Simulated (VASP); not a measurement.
# BN (Fm-3m) in VASP: G0W0 quasiparticle levels with PBE

Aim: the G0W0 quasiparticle levels of BN with PBE.

Everything below comes from runs of VASP 6.6.1. Logs are shortened: lines on timing, memory, paths and dates and some standing lists are left out, and cuts for length are marked.

## Step 1: The cell of the first run

It takes space group Fm-3m (No. 225, cubic). Conventional cell: a = 3.492 Å, b = 3.492 Å, c = 3.492 Å, α = 90.00°, β = 90.00°, γ = 90.00°. Within 2.3 Å of B (site symmetry m-3m) lie 6 N at 1.75 Å. Within 2.3 Å of N (site symmetry m-3m) lie 6 B at 1.75 Å.

## Step 2: G0W0 quasiparticle levels, PBE

Input file POSCAR:

```
BN
1.0
    0.0000000000      1.7458259400      1.7458259400
    1.7458259400      0.0000000000      1.7458259400
    1.7458259400      1.7458259400      0.0000000000
B N
1 1
Direct
    0.0000000000      0.0000000000      0.0000000000
    0.5000000000      0.5000000000      0.5000000000
```

Input file INCAR.step1:

```
  ALGO = Normal
  EDIFF = 1E-8
  ENCUT = 500
  GGA = PE
  ISMEAR = 0
  LASPH = True
  LCHARG = False
  LREAL = False
  LWAVE = True
  NELM = 100
  PREC = Accurate
  SIGMA = 0.01
```

Input file INCAR.step2:

```
  ALGO = Exact
  EDIFF = 1E-8
  ENCUT = 500
  GGA = PE
  ISMEAR = 0
  ISTART = 1
  LASPH = True
  LCHARG = False
  LOPTICS = True
  LREAL = False
  LWAVE = True
  NBANDS = 34
  NELM = 1
  PREC = Accurate
  SIGMA = 0.01
```

Input file INCAR.step3:

```
  ALGO = EVGW0
  EDIFF = 1E-8
  ENCUT = 500
  ENCUTGW = 100.0
  GGA = PE
  ISMEAR = 0
  ISTART = 1
  LASPH = True
  LCHARG = False
  LREAL = False
  LWAVE = False
  NBANDS = 34
  NBANDSGW = 12
  NELMGW = 1
  NOMEGA = 96
  OMEGAMAX = 20
  PREC = Accurate
  PRECFOCK = Fast
  SIGMA = 0.01
```

Input file KPOINTS:

```
k-points
0
Gamma
  8 8 8
```

Potentials or basis: VASP PAW PBE potentials, release 64 (B_GW, N_GW).

Command:

```
$ cat potpaw_PBE.64/B_GW/POTCAR potpaw_PBE.64/N_GW/POTCAR > POTCAR
$ cp INCAR.step1 INCAR
$ mpirun -np 1 vasp_std > vasp.out
$ cp INCAR.step2 INCAR
$ mpirun -np 1 vasp_std > vasp.out
$ cp INCAR.step3 INCAR
$ mpirun -np 1 vasp_std > vasp.out
```

OUTCAR:

```text
EDIFF = 1E-8
   ENCUT = 500
   ENCUTGW = 100.0
   GGA = PE
   ISMEAR = 0
   ISTART = 1
   LASPH = True
   LREAL = False
   NELMGW = 1
   PREC = Accurate
   PRECFOCK = Fast

 ion  position               nearest neighbor table
   1  0.000  0.000  0.000-   2 1.75   2 1.75   2 1.75   2 1.75   2 1.75   2 1.75
   2  0.500  0.500  0.500-   1 1.75   1 1.75   1 1.75   1 1.75   1 1.75   1 1.75

  LATTYP: Found a face centered cubic cell.
 ALAT       =     3.4916518800

  Lattice vectors:

 A1 = (   0.0000000000,   1.7458259400,   1.7458259400)
 A2 = (   1.7458259400,   0.0000000000,   1.7458259400)
 A3 = (   1.7458259400,   1.7458259400,   0.0000000000)

Analysis of symmetry for initial positions (statically):
=====================================================================
 Subroutine PRICEL returns:
 Original cell was already a primitive cell.

 Routine SETGRP: Setting up the symmetry group for a
 face centered cubic supercell.

 Subroutine GETGRP returns: Found 48 space group operations
 (whereof 48 operations were pure point group operations)
 out of a pool of 48 trial point group operations.

The static configuration has the point symmetry O_h .

Analysis of symmetry for dynamics (positions and initial velocities):
=====================================================================
 Subroutine PRICEL returns:
 Original cell was already a primitive cell.

 Routine SETGRP: Setting up the symmetry group for a
 face centered cubic supercell.

 Subroutine GETGRP returns: Found 48 space group operations
 (whereof 48 operations were pure point group operations)
 out of a pool of 48 trial point group operations.

The dynamic configuration has the point symmetry O_h .

 Subroutine INISYM returns: Found 48 space group operations
 (whereof 48 operations are pure point group operations),
 and found     1 'primitive' translations

----------------------------------------------------------------------------------------

[... 91 lines left out ...]
   NELM   =     60;   NELMIN=  2; NELMDL=  0     # of ELM steps
   EDIFF  = 0.1E-07   stopping-criterion for ELM
   LREAL  =      F    real-space projection
   EDIFFG = 0.1E-06   stopping-criterion for IOM
   NSW    =      0    number of steps for IOM
   IBRION =     -1    ionic relax: 0-MD 1-quasi-New 2-CG
   NFREE  =      0    steps in history (QN), initial steepest desc. (CG)
   ISIF   =      0    stress and relaxation
   ISYM   =      3    0-nonsym 1-usesym 2-fastsym
   POTIM  = 0.5000    time-step for ionic-motion
   TEBEG  =    0.0;   TEEND  =   0.0 temperature during run
   PSTRESS=    0.0 pullay stress
   NELECT =       8.0000    total number of electrons
   NUPDOWN=      -1.0000    fix difference up-down
   EMIN   =  10.00;   EMAX   =-10.00  energy-range for DOS
   EFERMI =   0.00;   METHOD = LEGACY
   ISMEAR =     0;   SIGMA  =   0.01  broadening in eV -4-tet -1-fermi 0-gaus
   EFERMI_NEDOS =   21; number of points for ismear=-14 and -15
   IALGO  =     38    algorithm
   IMIX   =      4    mixing-type and parameters
     AMIX     =   0.40;   BMIX     =  1.00
     AMIX_MAG =   1.60;   BMIX_MAG =  1.00
  volume/ion in A,a.u.               =       5.32        35.91
  Fermi-wavevector in a.u.,A,eV,Ry     =   1.488540  2.812933 30.147133  2.215752
  Thomas-Fermi vector in A             =   2.601562
   LORBIT       =      0    0 simple, 1 ext, 2 COOP (PROOUT), +10 PAW based schemes
   GGA     = PE    functional components
   LHFCALC =     T    Hartree Fock is set to
   PRECFOCK=fast      Normal, Fast or Accurate (Low or Medium for compatibility)
   ENCUT4O =  -1.0   cutoff for four orbital integrals eV
   NKREDX  =     1    reduce k-point grid by
   NKREDY  =     1    reduce k-point grid by
   NKREDZ  =     1    reduce k-point grid by
   AEXX    =    1.0000 exact exchange contribution
   HFSCREEN=    0.0000 screening length (either q_TF or 0.3 A-1)
   HFSCREENC=   0.0000 screening length for correlation (either q_TF or 0.3 A-1)
   ENCUTFOCK=  -1.0 apply spherical cutoff to Coloumb kernel
   IVDW    =     0    specifies the selected vdW correction
   LEPSILON=     F    determine dielectric tensor
   LRPA    =     F    only Hartree local field effects (RPA)
   LRPAFORCE           =     F    calculate RPA forces
   ENCUTGW             = 100.0    cutoff for response function in eV
   ENCUTGWSOFT         =  80.0    soft cutoff for Coulomb kernel in GW response function in eV
   ENCUTLF             =  -1.0    cutoff for local field effects
   NELMGW              =     1    number of iterations in solving QP/BSE equation
   NELMHF              =     1    number of iterations in the inner HF iteration
   NKREDLFX            =     1    NKREDLFY  =   1   NKREDLFZ  =   1
 non-spin polarized calculation
 Gauss-broadening in eV      SIGMA  =   0.01
  energy-cutoff  :      500.00
  volume of cell :       10.64
 maximum number of plane-waves:       290
 NGX is ok and might be reduce to    18
  NGX = 12; NGY = 12; NGZ = 12
   NGX =  9   NGY =  9   NGZ =  9
 maximum number of plane-waves:        28
 NGX is ok and might be reduce to    10

 QP shifts <psi_nk| G(iteration)W_0 |psi_nk>: iteration 1
 for sc-GW calculations column KS-energies equals QP-energies in previous step
 and V_xc(KS)=  KS-energies - (<T + V_ion + V_H > + <T+V_H+V_ion>^1  + <V_x>^1)

 k-point   1 :       0.0000    0.0000    0.0000
  band No.  KS-energies  QP-energies   sigma(KS)   V_xc(KS)     V^pw_x(r,r')   Z            occupation Imag(sigma)

      1     -12.0372     -13.2197     -16.9143     -15.3640     -26.4592       0.7627       2.0000       1.8250
      2       9.5909       9.5710     -17.6802     -17.6553     -20.9561       0.7987       2.0000       0.0390
      3       9.5909       9.5710     -17.6802     -17.6553     -20.9561       0.7987       2.0000       0.0390
      4       9.5909       9.5710     -17.6802     -17.6553     -20.9561       0.7987       2.0000       0.0390
      5      19.6887      20.6424     -15.7409     -16.9679      -9.6215       0.7773       0.0000      -0.1278
      6      22.5543      23.7073     -13.2712     -14.7921      -5.6416       0.7581       0.0000      -0.2701
      7      22.5543      23.7073     -13.2712     -14.7921      -5.6416       0.7581       0.0000      -0.2701
      8      22.5543      23.7073     -13.2712     -14.7921      -5.6416       0.7581       0.0000      -0.2701
      9      29.0683      29.8234     -12.0023     -12.9125      -5.9671       0.8296       0.0000      -0.2791
     10      29.0683      29.8234     -12.0023     -12.9125      -5.9671       0.8296       0.0000      -0.2791
     11      29.0683      29.8234     -12.0023     -12.9125      -5.9671       0.8296       0.0000      -0.2791
     12      34.6749      35.0804     -10.4229     -10.9258      -3.0131       0.8062       0.0000      -0.4349
[... 356 lines left out ...]
      1      -5.7534      -6.5442     -17.7425     -16.7122     -26.0894       0.7675       2.0000       1.0499
      2      -1.1017      -1.8104     -15.7171     -14.7878     -21.6463       0.7626       2.0000       0.4010
      3       4.9525       4.5777     -16.8107     -16.3287     -20.9299       0.7776       2.0000       0.0891
      4       6.9414       6.6917     -16.5862     -16.2711     -19.8112       0.7927       2.0000       0.0477
      5      16.6042      17.5699     -14.2963     -15.5064      -9.3173       0.7980       0.0000      -0.0591
      6      17.1588      18.1224     -12.8613     -14.0699      -7.1564       0.7972       0.0000      -0.0672
      7      22.0146      23.3595     -14.8572     -16.5899      -8.3312       0.7762       0.0000      -0.1592
      8      25.1858      26.5607     -15.4180     -17.2584      -7.5069       0.7471       0.0000      -0.4149
      9      31.4782      32.2058     -11.9002     -12.8074      -4.5179       0.8021       0.0000      -0.5957
     10      33.2559      34.0012     -11.9174     -12.8516      -4.1715       0.7978       0.0000      -0.7902
     11      43.1783      44.1545     -12.0481     -13.2381      -3.9787       0.8203       0.0000      -1.4957
     12      44.7568      45.9638     -11.8793     -13.3254      -4.0017       0.8347       0.0000      -1.4906

 [... further k-points ...]
```

OUTCAR.step2:

```text
EDIFF = 1E-8
   ENCUT = 500
   GGA = PE
   ISMEAR = 0
[... 1013 lines left out ...]
  --------------------------------------------------------------------------------------------------------------
     0.00000     9.23896     9.23896     9.23896     0.00000     0.00000     0.00000
     1.56646     9.57953     9.57953     9.57953     0.00000     0.00000     0.00000
     3.13292    10.85952    10.85952    10.85952     0.00000     0.00000     0.00000
     4.69938    14.61125    14.61125    14.61125     0.00000     0.00000     0.00000
     6.26584    27.83458    27.83458    27.83458     0.00000     0.00000    -0.00000
     7.83229   -16.54475   -16.54475   -16.54475    -0.00000    -0.00000     0.00000
[... 92 lines left out ...]
   153.51296     0.95625     0.95625     0.95625     0.00000    -0.00000    -0.00000
   155.07942     0.95719     0.95719     0.95719     0.00000    -0.00000    -0.00000
```

It took 95 s on 1 thread of Intel Xeon Platinum 8488C (Sapphire Rapids), shared host; peak memory 0.31 GiB.

What came out:

```yaml
Quasiparticle_gap: 1.72 eV
Least_direct_quasiparticle_gap: 6.70 eV
Band_gap_of_the_starting_levels_on_the_mesh: 1.33 eV
Least_direct_gap_of_the_starting_levels_on_the_mesh: 5.84 eV
```

Caveat: the k points lie up to 0.39 Å⁻¹ apart; bands, screening cutoff and mesh are small and nothing is extrapolated, so the quasiparticle values aren't converged; the structure was generated, so it needn't be the stable form of BN.
